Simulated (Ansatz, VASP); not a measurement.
**Two plane-wave programs on SiGe**

File INCAR:

```
PREC = Accurate ; ENCUT = 520
EDIFF = 1E-6 ; ISMEAR = 0
SIGMA = 0.03 ; LREAL = F
LASPH = T ; NELM = 80
ALGO = Normal ; ISIF = 2
LWAVE = F ; LCHARG = F
NBANDS = 26
```

The input KPOINTS:

```
Automatic mesh
0
Gamma
  12 12 6
```

POSCAR

```
SiGe
1.0
    3.7634436583      0.0000000000      0.0000000000
   -1.8817218292      3.2592378138      0.0000000000
    0.0000000000      0.0000000000      6.2194898057
Si Ge
2 2
Direct
    0.6666666667      0.3333333333      0.8745031008
    0.3333333333      0.6666666667      0.3745031008
    0.6666666667      0.3333333333      0.5004958992
    0.3333333333      0.6666666667      0.0004958992
```

Input for Ansatz:

```yaml
crystal:
  lattice:
    - [3.7634436583, 0.0, 0.0]
    - [-1.8817218292, 3.2592378138, 0.0]
    - [0.0, 0.0, 6.2194898057]
  atoms:
    - { symbol: Si, position: [0.6666666667, 0.3333333333, 0.8745031008] }
    - { symbol: Si, position: [0.3333333333, 0.6666666667, 0.3745031008] }
    - { symbol: Ge, position: [0.6666666667, 0.3333333333, 0.5004958992] }
    - { symbol: Ge, position: [0.3333333333, 0.6666666667, 0.0004958992] }
basis:
  ecutwfc: 420
kpoints:
  mp_grid: { grid: [12, 12, 6] }
hamiltonian:
  xc: lda
  pseudopotentials: { kind: paw, azcp: { folder: soft_1 } }
scf:
  occupations: { method: gaussian, width: 0.03 }
output:
  forces: true
  stress: true
  eigenvalues: true
```

Alike in both runs: task single point; functional LDA; k mesh 12 × 12 × 6; occupations gaussian, width 0.03 eV; no spin polarisation.

|  | VASP | Ansatz |
| --- | --- | --- |
| version | VASP 6.6.1 | Ansatz 0.2.0 |
| potentials or method | VASP PAW LDA potentials, release 64 (Si, Ge_d), cutoff 520 eV | scalar-relativistic, plane waves, PAW |
| valence electrons in the cell | 36 | 36 |

VASP gave:

| Quantity | Value |
| --- | --- |
| gap on the k mesh at the Fermi level (eV) | 0.17 |
| least direct gap on the mesh (eV) | 0.68 |
| pressure (GPa) | 8.7 |
| traceless stress, the component that is largest in VASP (GPa) | 0.06 |
| rms of the force components (eV/Å) | 0.023 |

Question: Estimate Ansatz's values.

Answer: gap on the k mesh at the Fermi level (eV): 0.17; least direct gap on the mesh (eV): 0.67; pressure (GPa): 8.6; traceless stress, the component that is largest in VASP (GPa): 0.06; rms of the force components (eV/Å): 0.023.

Ansatz warns that its potentials were made for another functional, while VASP's fit it. LDA's correlation is that of Perdew and Zunger in VASP and of Perdew and Wang (1992) in Ansatz. Atom by atom the forces differ by 0.000 eV/Å (rms over components).
